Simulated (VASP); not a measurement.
Crystal: BeRuSe3.

```
Be Ru Se
1.0
     4.56979    0.00000    0.00000
     0.00000    4.56979    0.00000
     0.00000    0.00000    4.56979
Be Ru Se
1 1 3
Direct
  0.00000 0.00000 0.00000
  0.50000 0.50000 0.50000
  0.00000 0.50000 0.50000
  0.50000 0.50000 0.00000
  0.50000 0.00000 0.50000
```

The cell was generated, and may not be a known phase.

* Program: VASP 6.6.1
* Task: relaxation of cell and atoms
* Functional: PBE
* Potentials or basis: VASP PAW PBE potentials, release 64 (Be, Ru_pv, Se)
* Cutoff: 600 eV
* k mesh: 4 × 4 × 4
* Occupations: gaussian, width 0.1 eV
* Spin: collinear spin, ferromagnetic start
* Starting moments: [0.0, 1.0, 0.0, 0.0, 0.0] μB

At the start: pressure 19.5 GPa; volume 19.09 Å³/atom.

Problem. Where does the relaxation end?

Solution. Over 3 steps the energy falls by 193.6 meV/atom and the volume is 22.92 Å³/atom (+20.1 %); space group Pm-3m (No. 221, to 0.1 Å) before and after; moment 0.00 μB per cell.

The path:
```
step  energy change (eV)  largest force (eV/Å)  pressure (GPa)  volume (Å³)
   1              0.0000                0.0000           19.50        95.43
   2             -0.5696                0.0000           -6.70       131.24
   3             -0.9681                0.0000            0.02       114.58
```

Final structure:
```cif
data_structure
_symmetry_space_group_name_H-M 'P 1'
_symmetry_Int_Tables_number 1
_cell_length_a 4.8570
_cell_length_b 4.8570
_cell_length_c 4.8570
_cell_angle_alpha 90.000
_cell_angle_beta 90.000
_cell_angle_gamma 90.000
_cell_volume 114.58
loop_
_atom_site_label
_atom_site_type_symbol
_atom_site_fract_x
_atom_site_fract_y
_atom_site_fract_z
_atom_site_occupancy
Be1 Be 0.00000 0.00000 0.00000 1
Ru1 Ru 0.50000 0.50000 0.50000 1
Se1 Se 0.00000 0.50000 0.50000 1
Se2 Se 0.50000 0.50000 0.00000 1
Se3 Se 0.50000 0.00000 0.50000 1
```

Caveat: the volume moved by over 15 % at a fixed basis, so the end points are rough.
